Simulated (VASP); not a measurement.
# SiO2 (I-42d) in VASP: a series of runs

SiO2 is run at these levels: LDA; tasks: single point.

All numbers are computed with VASP 6.6.1; they aren't measurements. Logs are shortened: lines on timing, memory, paths and dates and some standing lists are left out, and cuts for length are marked.

### Step 1. The cell of the first run

It takes space group I-42d (No. 122, tetragonal). The conventional cell has a = 4.855 Å, b = 4.855 Å, c = 7.179 Å, α = 90.00°, β = 90.00°, γ = 90.00°. Si (site symmetry -4) has 4 O at 1.61 Å within 2.1 Å. Within 2.1 Å of O (site symmetry 2) lie 2 Si at 1.61 Å.

### Step 2. Single point, LDA (equal strain along all axes, cell held: -1.5 %, then relaxed in part)

File INCAR:

```
PREC = Accurate
ENCUT = 520
EDIFF = 1E-6
ISMEAR = 0
SIGMA = 0.02
LREAL = F
LASPH = T
NELM = 100
ALGO = Normal
ISIF = 2
LWAVE = F
LCHARG = T
LELF = T
LVHAR = T
NBANDS = 44
```

File KPOINTS:

```
regular mesh
0
Gamma
  6 6 4
```

File POSCAR:

```
SiO2
1.0
    4.8549537689      0.0000000000      0.0000000000
    0.0000000000      4.8549537689      0.0000000000
    0.0000000000      0.0000000000      7.1794738919
Si O
4 8
Direct
    0.0000000000      0.0000000000      0.0000000000
    0.0000000000      0.5000000000      0.2500000000
    0.5000000000      0.5000000000      0.5000000000
    0.5000000000      0.0000000000      0.7500000000
    0.1137968476      0.2500000000      0.1250000000
    0.2500000000      0.6137968476      0.3750000000
    0.7500000000      0.3862031524      0.3750000000
    0.8862031524      0.7500000000      0.1250000000
    0.6137968476      0.7500000000      0.6250000000
    0.7500000000      0.1137968476      0.8750000000
    0.2500000000      0.8862031524      0.8750000000
    0.3862031524      0.2500000000      0.6250000000
```

Potentials or basis: VASP PAW LDA potentials, release 64 (Si, O).

Run with:

```
$ cat potpaw_LDA.64/Si/POTCAR potpaw_LDA.64/O/POTCAR > POTCAR
$ mpirun -np 1 vasp_std > vasp.out
```

OUTCAR:

```text
PREC = Accurate
   ENCUT = 520
   EDIFF = 1E-6
   ISMEAR = 0
   LREAL = F
   LASPH = T
   NELM = 100
   ISIF = 2

 ion  position               nearest neighbor table
   1  0.000  0.000  0.000-   5 1.61   8 1.61  10 1.61  11 1.61   2 3.02   4 3.02   2 3.02   4 3.02

   2  0.000  0.500  0.250-   5 1.61   6 1.61   7 1.61   8 1.61   1 3.02   3 3.02   1 3.02   3 3.02

   3  0.500  0.500  0.500-   6 1.61   7 1.61   9 1.61  12 1.61   2 3.02   4 3.02   4 3.02   2 3.02

   4  0.500  0.000  0.750-   9 1.61  10 1.61  11 1.61  12 1.61   1 3.02   3 3.02   3 3.02   1 3.02

   5  0.114  0.250  0.125-   1 1.61   2 1.61
   6  0.250  0.614  0.375-   2 1.61   3 1.61
   7  0.750  0.386  0.375-   2 1.61   3 1.61
   8  0.886  0.750  0.125-   1 1.61   2 1.61
   9  0.614  0.750  0.625-   3 1.61   4 1.61
  10  0.750  0.114  0.875-   1 1.61   4 1.61
  11  0.250  0.886  0.875-   1 1.61   4 1.61
  12  0.386  0.250  0.625-   3 1.61   4 1.61

  LATTYP: Found a simple tetragonal cell.
 ALAT       =     4.8549537689
 C/A-ratio  =     1.4787934620

  Lattice vectors:

 A1 = (   4.8549537689,   0.0000000000,   0.0000000000)
 A2 = (   0.0000000000,   4.8549537689,   0.0000000000)
 A3 = (   0.0000000000,   0.0000000000,   7.1794738919)

Analysis of symmetry for initial positions (statically):
=====================================================================
 Subroutine PRICEL returns following result:

  LATTYP: Found a body centered tetragonal cell.
 ALAT       =     4.8549537689
 C/A-ratio  =     1.4787934620

  Lattice vectors:

 A1 = (   2.4274768844,  -2.4274768845,  -3.5897369459)
 A2 = (  -2.4274768844,   2.4274768845,  -3.5897369459)
 A3 = (   2.4274768844,   2.4274768844,   3.5897369459)

   2 primitive cells build up your supercell.

 Routine SETGRP: Setting up the symmetry group for a
 simple tetragonal supercell.

 Subroutine GETGRP returns: Found  8 space group operations
 (whereof  4 operations were pure point group operations)
 out of a pool of 16 trial point group operations.

The static configuration has the point symmetry S_4 .
 The point group associated with its full space group is D_2d.

Analysis of symmetry for dynamics (positions and initial velocities):
=====================================================================
 Subroutine PRICEL returns following result:

  LATTYP: Found a body centered tetragonal cell.
[... 123 lines left out ...]
   LSORBIT =      F    spin-orbit coupling
   LASPH  =      T    aspherical Exc in radial PAW
   ENCUT  =  520.0 eV  38.22 Ry    6.18 a.u.   9.03  9.03 13.35*2*pi/ulx,y,z
   NELM   =    100;   NELMIN=  2; NELMDL= -5     # of ELM steps
   EDIFF  = 0.1E-05   stopping-criterion for ELM
   LREAL  =      F    real-space projection
[... 7 lines left out ...]
   TEBEG  =    0.0;   TEEND  =   0.0 temperature during run
   PSTRESS=    0.0 pullay stress
   NELECT =      64.0000    total number of electrons
   NUPDOWN=      -1.0000    fix difference up-down
   EMIN   =  10.00;   EMAX   =-10.00  energy-range for DOS
   EFERMI =   0.00;   METHOD = LEGACY
   ISMEAR =     0;   SIGMA  =   0.02  broadening in eV -4-tet -1-fermi 0-gaus
   EFERMI_NEDOS =   21; number of points for ismear=-14 and -15
   IALGO  =     38    algorithm
   IMIX   =      4    mixing-type and parameters
     AMIX     =   0.40;   BMIX     =  1.00
     AMIX_MAG =   1.60;   BMIX_MAG =  1.00
  volume/ion in A,a.u.               =      14.10        95.17
  Fermi-wavevector in a.u.,A,eV,Ry     =   1.183897  2.237241 19.070087  1.401612
  Thomas-Fermi vector in A             =   2.320122
   LORBIT       =      0    0 simple, 1 ext, 2 COOP (PROOUT), +10 PAW based schemes
   GGA     = CA    functional components
   LHFCALC =     F    Hartree Fock is set to
   AEXX    =    0.0000 exact exchange contribution
   IVDW    =     0    specifies the selected vdW correction
   LEPSILON=     F    determine dielectric tensor
   LRPA    =     F    only Hartree local field effects (RPA)
 non-spin polarized calculation
 Gauss-broadening in eV      SIGMA  =   0.02
  energy-cutoff  :      520.00
  volume of cell :      169.22
 maximum number of plane-waves:      4584
   NGX = 19   NGY = 19   NGZ = 27

 number of electron      63.9999978 magnetization

 Free energy of the ion-electron system (eV)
  ---------------------------------------------------
  ext. energy  EPLUGINS =         0.00000000
  ---------------------------------------------------
  free energy    TOTEN  =      -103.70697821 eV

  energy without entropy =     -103.70697821  energy(sigma->0) =     -103.70697821

 E-fermi :  -0.3033     XC(G=0):  -9.0636

 val. band max:       -0.3918306518   @ k =   0.0000   0.0000   0.0000
 cond. band min:       5.5387709595   @ k =   0.0000   0.0000   0.0000
 fundamental gap:      5.9306016113
 Fermi energy:        -0.3032617182

 k-point     1 :       0.0000    0.0000    0.0000
  band No.  band energies     occupation
      1     -19.3761      2.00000
      2     -18.3738      2.00000
      3     -18.3738      2.00000
      4     -17.2064      2.00000
      5     -17.2064      2.00000
      6     -17.1598      2.00000
[... 1117 lines left out ...]
     43      10.9454      0.00000
     44      10.9454      0.00000

 [... further k-points ...]
[... 5 lines left out ...]
  --------------------------------------------------------------------------------------
  -------------------------------------------------------------------------------------
  Total        1.5312155      1.5312155      2.3837618      0.0000000      0.0000000      0.0000000
  in kB       14.4971988     14.4971988     22.5689115      0.0000000      0.0000000      0.0000000
  external PRESSURE =      17.1877697 kB  Pullay stress =       0.0000000 kB

 VOLUME and BASIS-vectors are now :
 -----------------------------------------------------------------------------
  energy-cutoff  :      520.00
  volume of cell :      169.22
      direct lattice vectors                 reciprocal lattice vectors
     4.854953769  0.000000000  0.000000000     0.205975185  0.000000000  0.000000000
     0.000000000  4.854953769  0.000000000     0.000000000  0.205975185  0.000000000
     0.000000000  0.000000000  7.179473892     0.000000000  0.000000000  0.139285972

 POSITION                                       TOTAL-FORCE (eV/Angst)
 -----------------------------------------------------------------------------------
      0.00000      0.00000      0.00000        -0.000000      0.000000     -0.000000
      0.00000      2.42748      1.79487        -0.000000      0.000000     -0.000000
      2.42748      2.42748      3.58974        -0.000000      0.000000     -0.000000
      2.42748      0.00000      5.38461        -0.000000      0.000000     -0.000000
      0.55248      1.21374      0.89743         0.035025      0.000000      0.000000
      1.21374      2.97996      2.69230        -0.000000      0.035025     -0.000000
      3.64122      1.87500      2.69230        -0.000000     -0.035025      0.000000
      4.30248      3.64122      0.89743        -0.035025      0.000000     -0.000000
      2.97996      3.64122      4.48717         0.035025      0.000000      0.000000
      3.64122      0.55248      6.28204        -0.000000      0.035025     -0.000000
      1.21374      4.30248      6.28204        -0.000000     -0.035025      0.000000
      1.87500      1.21374      4.48717        -0.035025      0.000000     -0.000000
 -----------------------------------------------------------------------------------
    total drift:                                0.000000      0.000000     -0.000000

  FREE ENERGIE OF THE ION-ELECTRON SYSTEM (eV)
  ---------------------------------------------------
  free  energy   TOTEN  =      -103.7069782125 eV

  energy  without entropy=     -103.7069782125  energy(sigma->0) =     -103.70697821
```

OSZICAR:

```text
N       E                     dE             d eps       ncg     rms          rms(c)
DAV:   1     0.388993457344E+03    0.38899E+03   -0.32818E+04  2640   0.132E+03
DAV:   2    -0.867133048646E+02   -0.47571E+03   -0.45828E+03  3384   0.309E+02
DAV:   3    -0.116774467389E+03   -0.30061E+02   -0.29922E+02  3232   0.823E+01
DAV:   4    -0.117167105057E+03   -0.39264E+00   -0.39188E+00  3332   0.104E+01
DAV:   5    -0.117174207503E+03   -0.71024E-02   -0.70972E-02  3224   0.137E+00    0.303E+01
DAV:   6    -0.104068768760E+03    0.13105E+02   -0.50412E+01  3112   0.325E+01    0.151E+01
DAV:   7    -0.103846495602E+03    0.22227E+00   -0.14123E+00  3136   0.503E+00    0.525E+00
DAV:   8    -0.103726239945E+03    0.12026E+00   -0.79728E-02  3284   0.167E+00    0.201E+00
DAV:   9    -0.103705996064E+03    0.20244E-01   -0.30063E-02  3304   0.103E+00    0.297E-01
DAV:  10    -0.103707022990E+03   -0.10269E-02   -0.33312E-03  3168   0.283E-01    0.110E-01
DAV:  11    -0.103706972780E+03    0.50210E-04   -0.86829E-04  3128   0.153E-01    0.205E-02
DAV:  12    -0.103706976455E+03   -0.36752E-05   -0.22093E-05  3160   0.231E-02    0.100E-02
DAV:  13    -0.103706977998E+03   -0.15428E-05   -0.95375E-06  3016   0.141E-02    0.437E-03
DAV:  14    -0.103706978212E+03   -0.21446E-06   -0.22468E-07  2200   0.256E-03
   1 F= -.10370698E+03 E0= -.10370698E+03  d E =-.476555E-12
```

stdout:

```text
POSCAR found type information on POSCAR SiO
 POSCAR found :  2 types and      12 ions
 scaLAPACK will be used
 LDA part: xc-table for (Slater(with rela. corr.)+CA(PZ))
 , standard interpolation
 POSCAR, INCAR and KPOINTS ok, starting setup
 FFT: planning ... GRIDC
 FFT: planning ... GRID_SOFT
 FFT: planning ... GRID
 WAVECAR not read
 entering main loop
```

Run time: 1.9 min. Hardware: 1 thread of Intel Xeon 6975P-C (Granite Rapids), shared host; peak memory 0.29 GiB.

Results:

| Property | Result |
| --- | --- |
| Free energy | -103.7070 eV |
| Pressure | 1.7 GPa |
| Largest force | 0.035 eV/Å |
| Band gap on the k mesh | 5.93 eV |

Forces on the atoms (eV/Å):
```
Si   0.000  0.000  0.000
Si   0.000  0.000  0.000
Si   0.000  0.000  0.000
Si   0.000  0.000  0.000
O    0.035  0.000  0.000
O    0.000  0.035  0.000
O    0.000 -0.035  0.000
O   -0.035  0.000  0.000
O    0.035  0.000  0.000
O    0.000  0.035  0.000
O    0.000 -0.035  0.000
O   -0.035  0.000  0.000
```

Caveat: the cell differs from its parent crystal (equal strain along all axes, cell held: -1.5 %, then relaxed in part). A k mesh can miss the band edges.

### Step 3. Single point, LDA

This run uses another cell than the first one, of 14.76 Å³/atom.

File INCAR:

```
SYSTEM = SiO2
PREC     = Accurate       ! precision mode
ENCUT    = 520            ! plane-wave cutoff, eV
EDIFF    = 1E-6           ! SCF threshold, eV
ISMEAR   = 0              ! smearing method
SIGMA    = 0.02           ! smearing width, eV
LREAL    = .FALSE.        ! projectors in reciprocal space
LASPH    = .TRUE.         ! aspherical terms in the spheres
NELM     = 60             ! most SCF steps
ALGO     = Normal         ! electronic algorithm
ISIF     = 2              ! what is computed and relaxed
LWAVE    = .FALSE.        ! write WAVECAR
LCHARG   = .FALSE.        ! write CHGCAR
NBANDS   = 44             ! bands
```

File KPOINTS:

```
regular mesh
0
G
  6 6 4
  0 0 0
```

File POSCAR:

```
SiO2
1.0
    4.9288870751      0.0000000000      0.0000000000
    0.0000000000      4.9288870751      0.0000000000
    0.0000000000      0.0000000000      7.2888059817
Si O
4 8
Direct
    0.0000000000      0.0000000000      0.0000000000
    0.0000000000      0.5000000000      0.2500000000
    0.5000000000      0.5000000000      0.5000000000
    0.5000000000      0.0000000000      0.7500000000
    0.0985467053      0.2500000000      0.1250000000
    0.2500000000      0.5985467053      0.3750000000
    0.7500000000      0.4014532947      0.3750000000
    0.9014532947      0.7500000000      0.1250000000
    0.5985467053      0.7500000000      0.6250000000
    0.7500000000      0.0985467053      0.8750000000
    0.2500000000      0.9014532947      0.8750000000
    0.4014532947      0.2500000000      0.6250000000
```

Potentials or basis: VASP PAW LDA potentials, release 64 (Si, O).

Run with:

```
$ cat potpaw_LDA.64/Si/POTCAR potpaw_LDA.64/O/POTCAR > POTCAR
$ mpirun -np 1 vasp_std > vasp.out
```

Run time: 2.1 min. Hardware: 1 thread of Intel Xeon 6975P-C (Granite Rapids), shared host; peak memory 0.32 GiB.

It converged, with:

| Item | Value |
| --- | --- |
| Free energy | -103.7528 eV |
| Pressure | 0.6 GPa |
| Largest force | 0.029 eV/Å |
| Band gap on the k mesh | 5.76 eV |

Forces on the atoms (eV/Å):
```
Si   0.000  0.000  0.000
Si   0.000  0.000  0.000
Si   0.000  0.000  0.000
Si   0.000  0.000  0.000
O    0.029  0.000  0.000
O    0.000  0.029  0.000
O    0.000 -0.029  0.000
O   -0.029  0.000  0.000
O    0.029  0.000  0.000
O    0.000  0.029  0.000
O    0.000 -0.029  0.000
O   -0.029  0.000  0.000
```

Levels at points of the mesh, in eV from the valence-band top:
| k point | band 29 | band 30 | band 31 | band 32 | band 33 | band 34 | band 35 | band 36 |
| --- | --- | --- | --- | --- | --- | --- | --- | --- |
| (0.00, 0.00, 0.00) | -0.32 | -0.32 | 0.00 | 0.00 | 5.76 | 8.60 | 8.72 | 8.72 |
| (0.50, 0.00, 0.00) | -0.65 | -0.65 | -0.17 | -0.17 | 7.79 | 7.79 | 9.32 | 9.32 |
| (0.50, 0.50, 0.00) | -0.33 | -0.33 | -0.33 | -0.33 | 8.96 | 8.96 | 8.96 | 8.96 |
| (0.00, 0.00, 0.50) | -0.19 | -0.19 | -0.19 | -0.19 | 6.87 | 6.87 | 8.92 | 8.92 |
| (0.50, 0.00, 0.50) | -0.49 | -0.49 | -0.15 | -0.15 | 8.15 | 8.15 | 8.73 | 8.73 |
| (0.50, 0.50, 0.50) | -0.44 | -0.44 | -0.44 | -0.44 | 9.33 | 9.33 | 9.33 | 9.33 |

A k mesh can miss the band edges.

### Step 4. Single point, LDA

This run uses another cell than the first one, of 14.76 Å³/atom.

File INCAR:

```
PREC = Accurate
ENCUT = 520
EDIFF = 1E-6
ISMEAR = 0
SIGMA = 0.02
LREAL = False
LASPH = True
NELM = 60
ALGO = Normal
ISIF = 2
LWAVE = False
LCHARG = False
NBANDS = 44
```

File KPOINTS:

```
regular mesh
0
Gamma
  6 6 4
```

POSCAR is that of step 3.

Run with:

```
$ cat potpaw_LDA.64/Si/POTCAR potpaw_LDA.64/O/POTCAR > POTCAR
$ mpirun -np 1 vasp_std > vasp.out
```

It took 2.2 min on 1 thread of Intel Xeon 6975P-C (Granite Rapids), shared host; peak memory 0.31 GiB.

The run converged. Its results:

* Free energy: -103.7528 eV
* Pressure: 0.6 GPa
* Largest force: 0.029 eV/Å
* Band gap on the k mesh: 5.76 eV

Forces in eV/Å, atoms in the order of the input:
```
Si   0.000  0.000  0.000
Si   0.000  0.000  0.000
Si   0.000  0.000  0.000
Si   0.000  0.000  0.000
O    0.029  0.000  0.000
O    0.000  0.029  0.000
O    0.000 -0.029  0.000
O   -0.029  0.000  0.000
O    0.029  0.000  0.000
O    0.000  0.029  0.000
O    0.000 -0.029  0.000
O   -0.029  0.000  0.000
```

Levels at points of the mesh, in eV from the valence-band top:
```
           k point  band 30  band 31  band 32  band 33  band 34  band 35
(0.00, 0.00, 0.00)    -0.32     0.00     0.00     5.76     8.60     8.72
(0.50, 0.00, 0.00)    -0.65    -0.17    -0.17     7.79     7.79     9.32
(0.50, 0.50, 0.00)    -0.33    -0.33    -0.33     8.96     8.96     8.96
(0.00, 0.00, 0.50)    -0.19    -0.19    -0.19     6.87     6.87     8.92
(0.50, 0.00, 0.50)    -0.49    -0.15    -0.15     8.15     8.15     8.73
(0.50, 0.50, 0.50)    -0.44    -0.44    -0.44     9.33     9.33     9.33
```

### Step 5. Single point, LDA (equal strain along all axes, cell held: +1.5 %, then relaxed in part)

File INCAR:

```
SYSTEM = SiO2
PREC = Accurate ; ENCUT = 520
EDIFF = 1E-7 ; ISMEAR = 0
SIGMA = 0.02 ; LREAL = .False.
LASPH = .True. ; NELM = 60
ALGO = Normal ; ISIF = 2
LWAVE = .False. ; LCHARG = .True.
GGA = CA ; LELF = .True.
LVHAR = .True. ; NBANDS = 44
```

File KPOINTS:

```
regular mesh
0
Gamma
  6 6 4
  0 0 0
```

File POSCAR:

```
SiO2
1.0
    5.0028203812      0.0000000000      0.0000000000
    0.0000000000      5.0028203812      0.0000000000
    0.0000000000      0.0000000000      7.3981380714
Si O
4 8
Direct
    0.0000000000      0.0000000000      0.0000000000
    0.0000000000      0.5000000000      0.2500000000
    0.5000000000      0.5000000000      0.5000000000
    0.5000000000      0.0000000000      0.7500000000
    0.0816259581      0.2500000000      0.1250000000
    0.2500000000      0.5816259581      0.3750000000
    0.7500000000      0.4183740419      0.3750000000
    0.9183740419      0.7500000000      0.1250000000
    0.5816259581      0.7500000000      0.6250000000
    0.7500000000      0.0816259581      0.8750000000
    0.2500000000      0.9183740419      0.8750000000
    0.4183740419      0.2500000000      0.6250000000
```

Run with:

```
$ cat potpaw_LDA.64/Si/POTCAR potpaw_LDA.64/O/POTCAR > POTCAR
$ mpirun -np 1 vasp_std > vasp.out
```

It took 2.4 min on 1 thread of Intel Xeon 6975P-C (Granite Rapids), shared host; peak memory 0.32 GiB.

Results (log left out):

```yaml
Free_energy: -103.7457 eV
Pressure: -0.6 GPa
Largest_force: 0.017 eV/Å
Band_gap_on_the_k_mesh: 5.59 eV
```

Forces in eV/Å, atoms in the order of the input:
```
Si   0.000  0.000  0.000
Si   0.000  0.000  0.000
Si   0.000  0.000  0.000
Si   0.000  0.000  0.000
O    0.017  0.000  0.000
O    0.000  0.017  0.000
O    0.000 -0.017  0.000
O   -0.017  0.000  0.000
O    0.017  0.000  0.000
O    0.000  0.017  0.000
O    0.000 -0.017  0.000
O   -0.017  0.000  0.000
```

Stress tensor (GPa, compression positive):
```
-0.32  0.00  0.00
 0.00 -0.32  0.00
 0.00  0.00 -1.16
```

Levels at points of the mesh, in eV from the valence-band top:
```tsv
k point	band 29	band 30	band 31	band 32	band 33	band 34	band 35	band 36
(0.00, 0.00, 0.00)	-0.40	-0.40	0.00	0.00	5.59	8.50	8.50	8.58
(0.50, 0.00, 0.00)	-0.73	-0.73	-0.18	-0.18	7.58	7.58	9.16	9.16
(0.50, 0.50, 0.00)	-0.44	-0.44	-0.44	-0.44	8.68	8.68	8.68	8.68
(0.00, 0.00, 0.50)	-0.23	-0.23	-0.23	-0.23	6.66	6.66	8.81	8.81
(0.50, 0.00, 0.50)	-0.65	-0.65	-0.11	-0.11	7.93	7.93	8.45	8.45
(0.50, 0.50, 0.50)	-0.55	-0.55	-0.55	-0.55	9.05	9.05	9.05	9.05
```

Caveat: the cell differs from its parent crystal (equal strain along all axes, cell held: +1.5 %, then relaxed in part). A k mesh can miss the band edges.

### Step 6. The runs side by side

```csv
cell,gap on the mesh (eV),pressure (GPa),largest force (eV/Å)
"a = 4.855, b = 4.855, c = 7.179 Å, 12 atoms, atomic positions A",5.93,1.7,0.04
"a = 4.929, b = 4.929, c = 7.289 Å, 12 atoms, atomic positions B",5.76,0.6,0.03
"a = 5.003, b = 5.003, c = 7.398 Å, 12 atoms, atomic positions C",5.59,-0.6,0.02
```

Alike in all rows: task single point; level LDA; potentials or basis VASP PAW LDA potentials, release 64 (Si, O); no spin polarisation; k mesh 6 × 6 × 4; cutoff (eV) 520; smearing gaussian 0.02 eV.

Total energies depend on the potentials used, so only differences within one code and one set of settings carry meaning.
